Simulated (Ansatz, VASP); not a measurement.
# Two plane-wave programs on BN

The input POSCAR:

```
BN
1.0
    0.0000000000      1.8048254497      1.8048254497
    1.8048254497      0.0000000000      1.8048254497
    1.8048254497      1.8048254497      0.0000000000
B N
1 1
Direct
    0.0000000000      0.0000000000      0.0000000000
    0.2500000000      0.2500000000      0.2500000000
```

Contents of INCAR.step1:

```
SYSTEM = BN
ALGO = Normal ; EDIFF = 1E-4
ENCUT = 520 ; GGA = PE
ISMEAR = 0 ; LASPH = .TRUE.
LCHARG = .FALSE. ; LREAL = .FALSE.
LWAVE = .TRUE. ; NBANDS = 11
NELM = 80 ; PREC = Accurate
SIGMA = 0.05
```

Contents of INCAR.step2:

```
SYSTEM = BN
ALGO = Normal ; EDIFF = 1E-6
ENCUT = 520 ; ISIF = 2
ISMEAR = 0 ; ISTART = 1
LASPH = .TRUE. ; LCHARG = .TRUE.
LELF = .TRUE. ; LMIXTAU = .TRUE.
LREAL = .FALSE. ; LVHAR = .TRUE.
LWAVE = .FALSE. ; METAGGA = R2SCAN
NBANDS = 11 ; NELM = 80
PREC = Accurate ; SIGMA = 0.05
```

Contents of KPOINTS:

```
k-points
0
G
  8 8 8
  0 0 0
```

Input for Ansatz:

```yaml
crystal:
  lattice:
    - [0.0, 1.8048254497, 1.8048254497]
    - [1.8048254497, 0.0, 1.8048254497]
    - [1.8048254497, 1.8048254497, 0.0]
  atoms:
    - { symbol: B, position: [0.0, 0.0, 0.0] }
    - { symbol: "N", position: [0.25, 0.25, 0.25] }
kpoints:
  mp_grid: { grid: [8, 8, 8] }
hamiltonian:
  xc: r2scan
scf:
  occupations: { method: gaussian, width: 0.05 }
  n_extra_bands: 4
output:
  forces: true
  stress: true
  eigenvalues: true
```

Alike in both runs: task single point; functional r2SCAN; k mesh 8 × 8 × 8; occupations gaussian, width 0.05 eV; no spin polarisation.

|  | VASP | Ansatz |
| --- | --- | --- |
| version | VASP 6.6.1 | Ansatz 0.2.0 |
| potentials or method | VASP PAW PBE potentials, release 64 (B, N) | plane waves |
| plane-wave cutoff (eV) | 520 | 500 |
| valence electrons in the cell | 8 | 8 |

|  | VASP | Ansatz | Ansatz less VASP |
| --- | --- | --- | --- |
| gap on the k mesh at the Fermi level (eV) | 4.98 | 5.00 | +0.021 |
| pressure (GPa) | 1.1 | 0.0 | -1.12 |

VASP's potentials were made for PBE, not for r2SCAN. With one functional, cell and mesh, what is left measures potentials, basis and numerics.
